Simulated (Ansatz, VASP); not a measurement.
**HfSBr in VASP and in Ansatz**

```
Br Hf S
1.0
     3.86946    0.00000    0.00000
     0.00000    3.86946    0.00000
     0.00000    0.00000    8.51067
Br Hf S
2 2 2
Direct
  0.00000 0.00000 0.00000
  0.50000 0.50000 0.00000
  0.00000 0.50000 0.27500
  0.50000 0.00000 0.72500
  0.00000 0.50000 0.61700
  0.50000 0.00000 0.38300
```

Alike in both runs: task single point; functional r2SCAN; k mesh 5 × 5 × 2; collinear spin.

```csv
,VASP,Ansatz
version,VASP 6.6.1,Ansatz 0.2.0
potentials or method,"VASP PAW PBE potentials, release 64 (Br, Hf_pv, S), cutoff 520 eV",PAW plane waves
occupations,"fermi-dirac, width 0.1 eV",fermi-dirac
valence electrons in the cell,46,78
```

```csv
,VASP,Ansatz,Ansatz less VASP
gap on the k mesh at the Fermi level (eV),none,none,-
pressure (GPa),-2.7,-1.8,+0.86
"traceless stress, the component that is largest in VASP (GPa)",-16.29,-16.29,-0.006
rms of the force components (eV/Å),0.360,0.357,-0.0023
net moment per atom (μB),0.00,0.22,+0.221
size of the moment on the site where the two differ most (μB),0.00,0.41,+0.409
```

The net moments are unlike, so the other rows may belong to different states. VASP's potentials were made for PBE, not for r2SCAN. Site moments also hang on the region over which each program counts them. Atom by atom the forces differ by 0.004 eV/Å (rms over components). A gap of «none» marks a metal or a gap that the smearing closes. VASP's potentials hold 46 valence electrons a cell and Ansatz's 78, so a difference there can come from the potentials and not from the codes. Ansatz's warnings: given moment on shells, stability check not made.

The k mesh is coarse, so the values compare programs but aren't converged. Spin-orbit coupling is off throughout.
